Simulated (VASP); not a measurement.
Here is a VASP 6.6.1 calculation.

INCAR

```
SYSTEM = Au
  PREC = Accurate
  ENCUT = 520
  EDIFF = 1E-6
  ISMEAR = -1
  SIGMA = 0.1
  LREAL = .FALSE.
  LASPH = .TRUE.
  NELM = 60
  ALGO = Normal
  ISIF = 2
  LWAVE = .FALSE.
  LCHARG = .FALSE.
  NBANDS = 12
```

KPOINTS

```
Automatic mesh
0
G
  2 2 2
  0 0 0
```

POSCAR

```
Au
1.0
    0.0000000000      2.0229622709      2.0229622709
    2.0229622709      0.0000000000      2.0229622709
    2.0229622709      2.0229622709      0.0000000000
Au
1
Direct
    0.0000000000      0.0000000000      0.0000000000
```

Potentials or basis: VASP PAW LDA potentials, release 64 (Au).

Launch:

```bash
$ cat potpaw_LDA.64/Au/POTCAR > POTCAR
$ mpirun -np 1 vasp_std > vasp.out
```

(1) What does it give for the pressure?

Answers

(1) 51.2 GPa.

Caveat: the k points lie up to 1.34 Å⁻¹ apart.
